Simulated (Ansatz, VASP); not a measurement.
**One calculation of Mg7SiN6, two programs**

INCAR

```
PREC = Accurate
ENCUT = 520
EDIFF = 1E-8
ISMEAR = -1
SIGMA = 0.02
LREAL = Auto
LASPH = True
NELM = 60
ALGO = Normal
ISIF = 2
LWAVE = False
LCHARG = False
GGA = PE
LEFG = True
NBANDS = 68
KPAR = 4
```

Contents of KPOINTS:

```
Automatic mesh
0
Gamma
  6 6 6
```

POSCAR

```
Mg7SiN6
1.0
   -2.7479005000      5.1448290000      5.7570850000
    2.7479005000     -5.1448290000      5.7570850000
    2.7479005000      5.1448290000     -5.7570850000
Mg Si N
14 2 12
Direct
    0.9578870000      0.7186570000      0.6765440000
    0.0421130000      0.2813430000      0.3234560000
    0.4578870000      0.7813430000      0.2392300000
    0.5421130000      0.2186570000      0.7607700000
    0.3910830000      0.5148160000      0.6659410000
    0.8488750000      0.7251420000      0.3340590000
    0.6511250000      0.9851840000      0.8762670000
    0.1089170000      0.7748580000      0.1237330000
    0.6089170000      0.4851840000      0.3340590000
    0.1511250000      0.2748580000      0.6659410000
    0.3488750000      0.0148160000      0.1237330000
    0.8910830000      0.2251420000      0.8762670000
    0.7500000000      0.2500000000      0.5000000000
    0.2500000000      0.7500000000      0.5000000000
    0.7500000000      0.7500000000      0.0000000000
    0.2500000000      0.2500000000      0.0000000000
    0.7228270000      0.6343130000      0.7010950000
    0.9332180000      0.0217320000      0.2989050000
    0.5667820000      0.8656870000      0.0885140000
    0.7771730000      0.4782680000      0.9114860000
    0.2771730000      0.3656870000      0.2989050000
    0.0667820000      0.9782680000      0.7010950000
    0.4332180000      0.1343130000      0.9114860000
    0.2228270000      0.5217320000      0.0885140000
    0.3445420000      0.1291610000      0.4737030000
    0.6554580000      0.8708390000      0.5262970000
    0.8445420000      0.3708390000      0.2153810000
    0.1554580000      0.6291610000      0.7846190000
```

Input for Ansatz:

```yaml
crystal:
  lattice:
    - [-2.7479005, 5.144829, 5.757085]
    - [2.7479005, -5.144829, 5.757085]
    - [2.7479005, 5.144829, -5.757085]
  atoms:
    - { symbol: Mg, position: [0.957887, 0.718657, 0.676544] }
    - { symbol: Mg, position: [0.042113, 0.281343, 0.323456] }
    - { symbol: Mg, position: [0.457887, 0.781343, 0.23923] }
    - { symbol: Mg, position: [0.542113, 0.218657, 0.76077] }
    - { symbol: Mg, position: [0.391083, 0.514816, 0.665941] }
    - { symbol: Mg, position: [0.848875, 0.725142, 0.334059] }
    - { symbol: Mg, position: [0.651125, 0.985184, 0.876267] }
    - { symbol: Mg, position: [0.108917, 0.774858, 0.123733] }
    - { symbol: Mg, position: [0.608917, 0.485184, 0.334059] }
    - { symbol: Mg, position: [0.151125, 0.274858, 0.665941] }
    - { symbol: Mg, position: [0.348875, 0.014816, 0.123733] }
    - { symbol: Mg, position: [0.891083, 0.225142, 0.876267] }
    - { symbol: Mg, position: [0.75, 0.25, 0.5] }
    - { symbol: Mg, position: [0.25, 0.75, 0.5] }
    - { symbol: Si, position: [0.75, 0.75, 0.0] }
    - { symbol: Si, position: [0.25, 0.25, 0.0] }
    - { symbol: "N", position: [0.722827, 0.634313, 0.701095] }
    - { symbol: "N", position: [0.933218, 0.021732, 0.298905] }
    - { symbol: "N", position: [0.566782, 0.865687, 0.088514] }
    - { symbol: "N", position: [0.777173, 0.478268, 0.911486] }
    - { symbol: "N", position: [0.277173, 0.365687, 0.298905] }
    - { symbol: "N", position: [0.066782, 0.978268, 0.701095] }
    - { symbol: "N", position: [0.433218, 0.134313, 0.911486] }
    - { symbol: "N", position: [0.222827, 0.521732, 0.088514] }
    - { symbol: "N", position: [0.344542, 0.129161, 0.473703] }
    - { symbol: "N", position: [0.655458, 0.870839, 0.526297] }
    - { symbol: "N", position: [0.844542, 0.370839, 0.215381] }
    - { symbol: "N", position: [0.155458, 0.629161, 0.784619] }
kpoints:
  mp_grid: { grid: [6, 6, 6] }
scf:
  occupations: { method: fermi_dirac, width: 0.02 }
hamiltonian:
  xc: pbe
  pseudopotentials: { kind: paw }
output:
  forces: true
  stress: true
  populations: true
  efg:
    quadrupole_moments_barn: { Mg: 0.1994, "N": 0.02044 }
    contact_densities: true
  write_density: true
  write_potential: true
  elf: true
  volumetric_format: npy
```

Alike in both runs: task electric field gradients; functional PBE; k mesh 6 × 6 × 6; occupations fermi-dirac, width 0.02 eV; no spin polarisation.

|  | VASP | Ansatz |
| --- | --- | --- |
| version | VASP 6.6.1 | Ansatz 0.2.0 |
| potentials or method | VASP PAW PBE potentials, release 64 (Mg, Si, N) | plane-wave PAW, scalar-relativistic |
| plane-wave cutoff (eV) | 520 | 420 |
| valence electrons in the cell | 96 | 208 |

Ansatz gave:

```
gap on the k mesh at the Fermi level (eV)                     : 1.56
pressure (GPa)                                                : -0.2
traceless stress, the component that is largest in VASP (GPa) : 0.05
rms of the force components (eV/Å)                            : 0.007
size of Vzz on the site where it differs most (V/Å²)          : 23.3
```

Estimate VASP's values.

gap on the k mesh at the Fermi level (eV): 1.55; pressure (GPa): -0.5; traceless stress, the component that is largest in VASP (GPa): 0.04; rms of the force components (eV/Å): 0.009; size of Vzz on the site where it differs most (V/Å²): 17.0.

Atom by atom the forces differ by 0.006 eV/Å (rms over components). VASP's potentials hold 96 valence electrons a cell and Ansatz's 208, so a difference there can come from the potentials and not from the codes.
